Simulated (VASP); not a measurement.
A run of VASP 6.6.1:

POSCAR

```
CdS
1.0
    0.0000000000      2.9392138866      2.9392138866
    2.9392138866      0.0000000000      2.9392138866
    2.9392138866      2.9392138866      0.0000000000
Cd S
1 1
Direct
    0.0000000000      0.0000000000      0.0000000000
    0.2500000000      0.2500000000      0.2500000000
```

INCAR.step1

```
ALGO = Normal
EDIFF = 1E-8
ENCUT = 500
GGA = PE
ISMEAR = 0
LASPH = True
LCHARG = False
LREAL = False
LWAVE = True
NELM = 100
PREC = Accurate
SIGMA = 0.01
```

File INCAR.step2:

```
ALGO = Exact
EDIFF = 1E-8
ENCUT = 500
GGA = PE
ISMEAR = 0
ISTART = 1
LASPH = True
LCHARG = False
LOPTICS = True
LREAL = False
LWAVE = True
NBANDS = 91
NELM = 1
PREC = Accurate
SIGMA = 0.01
```

Contents of INCAR.step3:

```
ALGO = EVGW0
EDIFF = 1E-8
ENCUT = 500
ENCUTGW = 80.0
GGA = PE
ISMEAR = 0
ISTART = 1
LASPH = True
LCHARG = False
LREAL = False
LWAVE = False
NBANDS = 91
NBANDSGW = 17
NELMGW = 1
NOMEGA = 48
PREC = Accurate
PRECFOCK = Fast
SIGMA = 0.01
```

KPOINTS

```
k-points
0
Gamma
  4 4 4
```

Potentials or basis: VASP PAW PBE potentials, release 64 (Cd_GW, S_GW).

The run is started by

```console
$ cat potpaw_PBE.64/Cd_GW/POTCAR potpaw_PBE.64/S_GW/POTCAR > POTCAR
$ cp INCAR.step1 INCAR
$ mpirun -np 1 vasp_std > vasp.out
$ cp INCAR.step2 INCAR
$ mpirun -np 1 vasp_std > vasp.out
$ cp INCAR.step3 INCAR
$ mpirun -np 1 vasp_std > vasp.out
```

Hardware: 1 thread of Intel(R) Xeon(R) 6975P-C (Granite Rapids) (shared host).

Q: How long does it take, and how much memory?

A: Run time: 120 s on 1 thread of Intel(R) Xeon(R) 6975P-C (Granite Rapids), with other jobs on the host, peak memory 0.54 GiB. Counts: k points 8.
